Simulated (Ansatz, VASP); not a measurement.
## BiP in VASP and in Ansatz

```
Bi P
1.0
     4.04990    0.00000    0.00000
    -2.02495    3.50731    0.00000
     0.00000    0.00000    7.21648
Bi P
2 2
Direct
  0.00000 0.00000 0.00000
  0.00000 0.00000 0.50000
  0.33333 0.66667 0.25000
  0.66667 0.33333 0.75000
```

Alike in both runs: task single point; functional PBEsol; k mesh 10 × 10 × 6; occupations gaussian, width 0.05 eV; no spin polarisation.

|  | VASP | Ansatz |
| --- | --- | --- |
| version | VASP 6.6.1 | Ansatz 0.2.0 |
| potentials or method | VASP PAW PBE potentials, release 64 (Bi_d, P), cutoff 520 eV | scalar-relativistic, plane waves, PAW |
| valence electrons in the cell | 40 | 40 |

```csv
,VASP,Ansatz,Ansatz less VASP
gap on the k mesh at the Fermi level (eV),none,none,-
pressure (GPa),-2.9,-2.9,+0.01
"traceless stress, the component that is largest in VASP (GPa)",-0.16,-0.16,+0.002
```

VASP's potentials were made for PBE, not for PBEsol. A gap of «none» marks a metal or a gap that the smearing closes. The functional is the same, so the differences come from potentials, cutoffs and numerics.

Neither program's run includes spin-orbit coupling.
